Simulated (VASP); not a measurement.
# VN2 (I4/mcm) in VASP: a series of runs

Runs on VN2. Level: PBEsol. Tasks: single point.

Everything below comes from runs of VASP 6.6.1. Logs are shortened: lines on timing, memory, paths and dates and some standing lists are left out, and cuts for length are marked.

### 1 The cell of the first run

Symmetry: I4/mcm, No. 140, tetragonal system. The conventional cell has a = 4.154 Å, b = 4.154 Å, c = 4.665 Å, α = 90.00°, β = 90.00°, γ = 90.00°. V (site symmetry 422) has 8 N at 2.04 Å and 2 V at 2.33 Å within 2.7 Å. N (site symmetry m2m) has 1 N at 1.34 Å within 1.8 Å.

### 2 Single point, PBEsol (strain -0.025 along x and y, -0.050 along z)

INCAR

```
SYSTEM = VN2
ALGO = Normal ; EDIFF = 1E-6
ENCUT = 520 ; GGA = PS
ISIF = 2 ; ISMEAR = 0
LASPH = .True. ; LCHARG = .True.
LELF = .True. ; LREAL = .False.
LVHAR = .True. ; LWAVE = .False.
NBANDS = 32 ; NELM = 100
PREC = Accurate ; SIGMA = 0.15
```

KPOINTS

```
k-points
0
Gamma
  16 16 16
  0 0 0
```

POSCAR

```
VN2
1.0
   -2.0770645402      2.0770645402      2.3325173884
    2.0770645402     -2.0770645402      2.3325173884
    2.0770645402      2.0770645402     -2.3325173884
V N
2 4
Direct
    0.2500000000      0.2500000000      0.0000000000
    0.7500000000      0.7500000000      0.0000000000
    0.1142608421      0.6142608421      0.7285216842
    0.6142608421      0.8857391579      0.5000000000
    0.8857391579      0.3857391579      0.2714783159
    0.3857391579      0.1142608421      0.5000000000
```

Potentials or basis: VASP PAW PBE potentials, release 64 (V_sv, N).

Run with:

```bash
$ cat potpaw_PBE.64/V_sv/POTCAR potpaw_PBE.64/N/POTCAR > POTCAR
$ mpirun -np 1 vasp_std > vasp.out
```

OUTCAR:

```text
SYSTEM = VN2
   EDIFF = 1E-6
   ENCUT = 520
   GGA = PS
   ISIF = 2
   ISMEAR = 0
   LASPH = .True.
   LREAL = .False.
   NELM = 100
   PREC = Accurate

 ion  position               nearest neighbor table
   1  0.250  0.250  0.000-   5 2.04   3 2.04   6 2.04   6 2.04   4 2.04   4 2.04   3 2.04   5 2.04
                             2 2.33   2 2.33
   2  0.750  0.750  0.000-   5 2.04   3 2.04   4 2.04   4 2.04   6 2.04   6 2.04   3 2.04   5 2.04
                             1 2.33   1 2.33
   3  0.114  0.614  0.729-   5 1.34   1 2.04   2 2.04   2 2.04   1 2.04
   4  0.614  0.886  0.500-   6 1.34   2 2.04   1 2.04   2 2.04   1 2.04
   5  0.886  0.386  0.271-   3 1.34   2 2.04   1 2.04   2 2.04   1 2.04
   6  0.386  0.114  0.500-   4 1.34   1 2.04   2 2.04   1 2.04   2 2.04

  LATTYP: Found a body centered tetragonal cell.
 ALAT       =     4.1541290804
 C/A-ratio  =     1.1229874389

  Lattice vectors:

 A1 = (  -2.0770645402,   2.0770645402,   2.3325173884)
 A2 = (   2.0770645402,  -2.0770645402,   2.3325173884)
 A3 = (   2.0770645402,   2.0770645402,  -2.3325173884)

Analysis of symmetry for initial positions (statically):
=====================================================================
 Subroutine PRICEL returns:
 Original cell was already a primitive cell.

 Routine SETGRP: Setting up the symmetry group for a
 body centered tetragonal supercell.

 Subroutine GETGRP returns: Found 16 space group operations
 (whereof  8 operations were pure point group operations)
 out of a pool of 16 trial point group operations.

The static configuration has the point symmetry C_4h.
 The point group associated with its full space group is D_4h.

Analysis of symmetry for dynamics (positions and initial velocities):
=====================================================================
 Subroutine PRICEL returns:
 Original cell was already a primitive cell.

 Routine SETGRP: Setting up the symmetry group for a
 body centered tetragonal supercell.

 Subroutine GETGRP returns: Found 16 space group operations
 (whereof  8 operations were pure point group operations)
 out of a pool of 16 trial point group operations.

The dynamic configuration has the point symmetry C_4h.
 The point group associated with its full space group is D_4h.

 Subroutine INISYM returns: Found 16 space group operations
 (whereof  8 operations are pure point group operations),
 and found     1 'primitive' translations

----------------------------------------------------------------------------------------

                                     Primitive cell

  volume of cell :      40.2518

  direct lattice vectors                    reciprocal lattice vectors
    -2.077064540  2.077064540  2.332517388     0.000000000  0.240724345  0.214360674
     2.077064540 -2.077064540  2.332517388     0.240724345  0.000000000  0.214360674
     2.077064540  2.077064540 -2.332517388     0.240724345  0.240724345  0.000000000

  length of vectors
     3.750870776  3.750870776  3.750870776     0.322333226  0.322333226  0.340435633

  position of ions in fractional coordinates (direct lattice)
     0.250000000  0.250000000  0.000000000
     0.750000000  0.750000000  0.000000000
     0.114260842  0.614260842  0.728521684
     0.614260842  0.885739158  0.500000000
     0.885739158  0.385739158  0.271478316
     0.385739158  0.114260842  0.500000000

  ion indices of the primitive-cell ions
   primitive index   ion index
                 1           1
                 2           2
                 3           3
                 4           4
                 5           5
                 6           6

----------------------------------------------------------------------------------------

 KPOINTS: k-points

Automatic generation of k-mesh.
 Grid dimensions read from file:
 generate k-points for:   16   16   16

 Generating k-lattice:

  Cartesian coordinates                     Fractional coordinates (reciprocal lattice)
     0.000000000  0.015045272  0.013397542     0.062500000 -0.000000000  0.000000000
     0.015045272  0.000000000  0.013397542    -0.000000000  0.062500000  0.000000000
     0.015045272  0.015045272  0.000000000     0.000000000  0.000000000  0.062500000

  Length of vectors
     0.020145827  0.020145827  0.021277227

  Shift w.r.t. Gamma in fractional coordinates (k-lattice)
     0.000000000  0.000000000  0.000000000

 Subroutine IBZKPT returns following result:
 ===========================================

 Found    349 irreducible k-points:

 Following reciprocal coordinates:
            Coordinates               Weight
  0.000000  0.000000  0.000000      1.000000
  0.062500  0.000000 -0.000000      8.000000
  0.125000  0.000000 -0.000000      8.000000
  0.187500  0.000000 -0.000000      8.000000
  0.250000  0.000000 -0.000000      8.000000
  0.312500  0.000000  0.000000      8.000000
[... 16 lines left out ...]
 -0.125000  0.062500  0.000000     16.000000
 -0.062500  0.062500  0.000000      4.000000
 [... further k-points ...]
   k-points           NKPTS =    349   k-points in BZ     NKDIM =    349   number of bands    NBANDS=     32
   number of dos      NEDOS =    301   number of ions     NIONS =      6
   total plane-waves  NPLWV =  21952
   dimension x,y,z NGX =    28 NGY =   28 NGZ =   28
   dimension x,y,z NGXF=    56 NGYF=   56 NGZF=   56
   ions per type =               2   4
   NGX,Y,Z   is equivalent  to a cutoff of  12.41, 12.41, 12.41 a.u.
   NGXF,Y,Z  is equivalent  to a cutoff of  24.82, 24.82, 24.82 a.u.
 SYSTEM =  VN2
   PREC   = accura    normal or accurate (medium, high low for compatibility)
   ISTART =      0    job   : 0-new  1-cont  2-samecut
   ICHARG =      2    charge: 1-file 2-atom 10-const
   ISPIN  =      1    spin polarized calculation?
   LNONCOLLINEAR =      F non collinear calculations
   LSORBIT =      F    spin-orbit coupling
   LASPH  =      T    aspherical Exc in radial PAW
   ENCUT  =  520.0 eV  38.22 Ry    6.18 a.u.   6.97  6.97  6.97*2*pi/ulx,y,z
   NELM   =    100;   NELMIN=  2; NELMDL= -5     # of ELM steps
   EDIFF  = 0.1E-05   stopping-criterion for ELM
   LREAL  =      F    real-space projection
   EDIFFG = 0.1E-04   stopping-criterion for IOM
   NSW    =      0    number of steps for IOM
   IBRION =     -1    ionic relax: 0-MD 1-quasi-New 2-CG
   NFREE  =      0    steps in history (QN), initial steepest desc. (CG)
   ISIF   =      2    stress and relaxation
   ISYM   =      2    0-nonsym 1-usesym 2-fastsym
   POTIM  = 0.5000    time-step for ionic-motion
   TEBEG  =    0.0;   TEEND  =   0.0 temperature during run
   PSTRESS=    0.0 pullay stress
   NELECT =      46.0000    total number of electrons
   NUPDOWN=      -1.0000    fix difference up-down
   EMIN   =  10.00;   EMAX   =-10.00  energy-range for DOS
   EFERMI =   0.00;   METHOD = LEGACY
   ISMEAR =     0;   SIGMA  =   0.15  broadening in eV -4-tet -1-fermi 0-gaus
   EFERMI_NEDOS =   21; number of points for ismear=-14 and -15
   IALGO  =     38    algorithm
   IMIX   =      4    mixing-type and parameters
     AMIX     =   0.40;   BMIX     =  1.00
     AMIX_MAG =   1.60;   BMIX_MAG =  1.00
  volume/ion in A,a.u.               =       6.71        45.27
  Fermi-wavevector in a.u.,A,eV,Ry     =   1.711588  3.234432 39.858708  2.929532
  Thomas-Fermi vector in A             =   2.789674
   LORBIT       =      0    0 simple, 1 ext, 2 COOP (PROOUT), +10 PAW based schemes
   GGA     = PS    functional components
   LHFCALC =     F    Hartree Fock is set to
   AEXX    =    0.0000 exact exchange contribution
   IVDW    =     0    specifies the selected vdW correction
   LEPSILON=     F    determine dielectric tensor
   LRPA    =     F    only Hartree local field effects (RPA)
 non-spin polarized calculation
 Gauss-broadening in eV      SIGMA  =   0.15
  energy-cutoff  :      520.00
  volume of cell :       40.25
 maximum number of plane-waves:      1118
   NGX = 13   NGY = 13   NGZ = 13

 number of electron      46.0000002 magnetization

 Free energy of the ion-electron system (eV)
  ---------------------------------------------------
  ext. energy  EPLUGINS =         0.00000000
  ---------------------------------------------------
  free energy    TOTEN  =       -56.38369011 eV

  energy without entropy =      -56.36575477  energy(sigma->0) =      -56.37472244

 E-fermi :  13.6306     XC(G=0): -14.6876

 val. band max:       13.6286836839   @ k =   0.5000   0.5000   0.3750
 cond. band min:      13.6353398054   @ k =  -0.4375   0.3750   0.0000
 fundamental gap:      0.0066561215
 Fermi energy:        13.6305657488

 k-point     1 :       0.0000    0.0000    0.0000
  band No.  band energies     occupation
      1     -51.8017      2.00000
      2     -51.4763      2.00000
      3     -26.3441      2.00000
      4     -25.7684      2.00000
      5     -25.7684      2.00000
      6     -25.7370      2.00000
[... 24 lines left out ...]
     31      16.3622      0.00000
     32      18.9871      0.00000

 k-point     2 :       0.0625    0.0000   -0.0000
  band No.  band energies     occupation
      1     -51.7985      2.00000
      2     -51.4794      2.00000
      3     -26.3310      2.00000
      4     -25.7695      2.00000
      5     -25.7687      2.00000
      6     -25.7383      2.00000
[... 24 lines left out ...]
     31      16.4739      0.00000
     32      18.9125      0.00000
[... 733 lines left out ...]
     31      16.6749      0.00000
     32      18.7138      0.00000

 k-point    24 :      -0.0625    0.0625    0.0000
  band No.  band energies     occupation
      1     -51.8006      2.00000
      2     -51.4771      2.00000
      3     -26.3464      2.00000
      4     -25.7811      2.00000
      5     -25.7672      2.00000
      6     -25.7385      2.00000
[... 24 lines left out ...]
     31      16.4763      0.00000
     32      18.8834      0.00000

 [... further k-points ...]

------------------------ aborting loop because EDIFF is reached ----------------------------------------

  FORCE on cell =-STRESS in cart. coord.  units (eV):
  Direction    XX          YY          ZZ          XY          YZ          ZX
  --------------------------------------------------------------------------------------
  -------------------------------------------------------------------------------------
  Total       10.6542736     10.6542736     13.4896494      0.0000000     -0.0000000      0.0000000
  in kB      424.0817300    424.0817300    536.9407707      0.0000000     -0.0000000      0.0000000
  external PRESSURE =     461.7014102 kB  Pullay stress =       0.0000000 kB

 VOLUME and BASIS-vectors are now :
 -----------------------------------------------------------------------------
  energy-cutoff  :      520.00
  volume of cell :       40.25
      direct lattice vectors                 reciprocal lattice vectors
    -2.077064540  2.077064540  2.332517388     0.000000000  0.240724345  0.214360674
     2.077064540 -2.077064540  2.332517388     0.240724345  0.000000000  0.214360674
     2.077064540  2.077064540 -2.332517388     0.240724345  0.240724345  0.000000000

 POSITION                                       TOTAL-FORCE (eV/Angst)
 -----------------------------------------------------------------------------------
      0.00000      0.00000      1.16626         0.000000      0.000000     -0.000000
      0.00000      0.00000      3.49878         0.000000      0.000000     -0.000000
      2.55172      0.47465      0.00000         0.559920      0.559920      0.000000
      1.60241      0.47465      2.33252        -0.559920      0.559920     -0.000000
     -0.47465      1.60241      2.33252        -0.559920     -0.559920     -0.000000
      0.47465      1.60241      0.00000         0.559920     -0.559920     -0.000000
 -----------------------------------------------------------------------------------
    total drift:                               -0.000000     -0.000000      0.000000

  FREE ENERGIE OF THE ION-ELECTRON SYSTEM (eV)
  ---------------------------------------------------
  free  energy   TOTEN  =       -56.3836901074 eV

  energy  without entropy=      -56.3657547662  energy(sigma->0) =      -56.37472244
```

Run time: 3.6 min. Hardware: 1 thread of Intel Xeon Platinum 8559C (Emerald Rapids), shared host; peak memory 0.43 GiB.

Results:

```
Free energy            : -56.3837 eV
Pressure               : 46.2 GPa
Largest force          : 0.792 eV/Å
Band gap on the k mesh : zero (bands 23 and 24 overlap by 0.57 eV)
```

Forces on the atoms (eV/Å):
```
V    0.000  0.000  0.000
V    0.000  0.000  0.000
N    0.560  0.560  0.000
N   -0.560  0.560  0.000
N   -0.560 -0.560  0.000
N    0.560 -0.560  0.000
```

Stress tensor (GPa, compression positive):
```
42.41  0.00  0.00
 0.00 42.41  0.00
 0.00  0.00 53.69
```

Caveat: the cell differs from its parent crystal (strain -0.025 along x and y, -0.050 along z); the stress differs along the axes, from 42 to 54 GPa; the PAW data sets were made with another functional, which shifts forces and pressure a little; the run has no spin polarisation, though such a crystal can be magnetic.

### 3 Single point, PBEsol (strain -0.050 along x and y, +0.025 along z)

INCAR

```
SYSTEM = VN2
PREC     = Accurate       ! precision mode
ENCUT    = 520            ! plane-wave cutoff, eV
EDIFF    = 1E-6           ! SCF threshold, eV
ISMEAR   = 0              ! smearing method
SIGMA    = 0.15           ! smearing width, eV
LREAL    = .FALSE.        ! projectors in reciprocal space
LASPH    = .TRUE.         ! aspherical terms in the spheres
NELM     = 80             ! most SCF steps
ALGO     = Normal         ! electronic algorithm
ISIF     = 2              ! what is computed and relaxed
LWAVE    = .FALSE.        ! write WAVECAR
LCHARG   = .FALSE.        ! write CHGCAR
GGA      = PS             ! functional
NBANDS   = 32             ! bands
```

KPOINTS

```
Automatic mesh
0
G
  16 16 16
  0 0 0
```

POSCAR, as its differences from that of step 2:

```diff
@@ -2,5 +2,5 @@
 1.0
-   -2.0770645402      2.0770645402      2.3325173884
-    2.0770645402     -2.0770645402      2.3325173884
-    2.0770645402      2.0770645402     -2.3325173884
+   -2.0238064750      2.0238064750      2.5166634980
+    2.0238064750     -2.0238064750      2.5166634980
+    2.0238064750      2.0238064750     -2.5166634980
 V N
```

Potentials or basis: VASP PAW PBE potentials, release 64 (V_sv, N).

Run with:

```bash
$ cat potpaw_PBE.64/V_sv/POTCAR potpaw_PBE.64/N/POTCAR > POTCAR
$ mpirun -np 1 vasp_std > vasp.out
```

It took 3.3 min on 1 thread of Intel Xeon Platinum 8559C (Emerald Rapids), shared host; peak memory 0.44 GiB.

The run converged. Its results:

- Free energy: -56.3083 eV
- Pressure: 38.7 GPa
- Largest force: 1.388 eV/Å
- Band gap on the k mesh: zero (bands 23 and 24 overlap by 0.65 eV)

Forces in eV/Å, atoms in the order of the input:
```
V    0.000  0.000  0.000
V    0.000  0.000  0.000
N    0.981  0.981  0.000
N   -0.981  0.981  0.000
N   -0.981 -0.981  0.000
N    0.981 -0.981  0.000
```

Stress tensor (GPa, compression positive):
```
54.44  0.00  0.00
 0.00 54.44  0.00
 0.00  0.00  7.22
```

Levels at points of the mesh, in eV from the Fermi level:
| k point | band 20 | band 21 | band 22 | band 23 | band 24 | band 25 | band 26 | band 27 |
| --- | --- | --- | --- | --- | --- | --- | --- | --- |
| (0.00, 0.00, 0.00) | -3.40 | -2.84 | -2.84 | -2.36 | 0.82 | 0.82 | 1.14 | 1.28 |
| (0.50, 0.00, 0.00) | -3.72 | -3.63 | -3.63 | 0.29 | 0.29 | 0.98 | 0.98 | 1.03 |
| (0.50, 0.50, 0.00) | -5.26 | -3.13 | -2.86 | -1.17 | 0.48 | 0.65 | 1.51 | 2.06 |
| (0.50, 0.50, 0.50) | -2.99 | -2.99 | -0.98 | -0.31 | 0.21 | 0.23 | 0.69 | 1.96 |

Caveat: the cell differs from its parent crystal (strain -0.050 along x and y, +0.025 along z); the stress differs along the axes, from 7 to 54 GPa; the PAW data sets were made with another functional, which shifts forces and pressure a little; the run has no spin polarisation, though such a crystal can be magnetic.

(Part 1 of 2 ends here.)
